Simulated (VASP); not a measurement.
# IrRu5: single point with PBE

The system is IrRu5.

```
Ru Ir
1.0
     2.69859    0.00000    0.00000
     0.00000    3.82201    0.00000
     0.00000    0.00000    8.10198
Ru Ir
5 1
Direct
  0.50000 0.50000 0.16932
  0.00000 0.00000 0.33483
  0.50000 0.50000 0.50000
  0.00000 0.00000 0.66517
  0.50000 0.50000 0.83068
  0.00000 0.00000 0.00000
```

```
Program                : VASP 6.6.1
Task                   : single point
Functional             : PBE
Potentials or basis    : VASP PAW PBE potentials, release 64 (Ru_pv, Ir)
Cutoff                 : 520 eV
k mesh                 : 14 × 10 × 6
Occupations            : gaussian, width 0.1 eV
Spin                   : no spin polarisation
Dipole correction      : no
Further INCAR settings : ALGO = Fast; EDIFF = 1e-06; NBANDS = 48
```

```
Pressure               : 0.0 GPa
Largest force          : 0.017 eV/Å
Band gap on the k mesh : zero (an odd number of electrons rules out a gap without spin polarisation)
```

Forces on the atoms (eV/Å):
```
Ru   0.000  0.000  0.017
Ru   0.000  0.000  0.004
Ru   0.000  0.000  0.000
Ru   0.000  0.000 -0.004
Ru   0.000  0.000 -0.017
Ir   0.000  0.000  0.000
```

Levels at points of the mesh, in eV from the Fermi level:
| k point | band 37 | band 38 | band 39 | band 40 | band 41 | band 42 |
| --- | --- | --- | --- | --- | --- | --- |
| (0.00, 0.00, 0.00) | -1.16 | -0.70 | -0.53 | -0.27 | -0.22 | 0.74 |
| (0.50, 0.00, 0.00) | -0.33 | 0.99 | 1.03 | 1.11 | 1.13 | 1.48 |
| (0.00, 0.50, 0.00) | -1.35 | -0.92 | -0.91 | -0.76 | -0.76 | 0.49 |
| (0.50, 0.50, 0.00) | -0.72 | 0.68 | 0.82 | 1.18 | 1.41 | 1.48 |
| (0.00, 0.00, 0.50) | -0.50 | -0.49 | -0.45 | -0.45 | -0.33 | -0.26 |
| (0.50, 0.00, 0.50) | 0.39 | 0.42 | 0.48 | 1.53 | 1.56 | 2.08 |
| (0.00, 0.50, 0.50) | -1.38 | 0.39 | 0.40 | 0.43 | 0.51 | 0.80 |
| (0.50, 0.50, 0.50) | -1.31 | -0.76 | -0.54 | 1.31 | 1.45 | 1.51 |

Run time: 16 min on 1 thread of Intel(R) Xeon(R) 6975P-C (Granite Rapids), on a shared host, peak memory 0.62 GiB.

Caveat: spin-orbit coupling is left out, which moves the levels of the heavy elements.
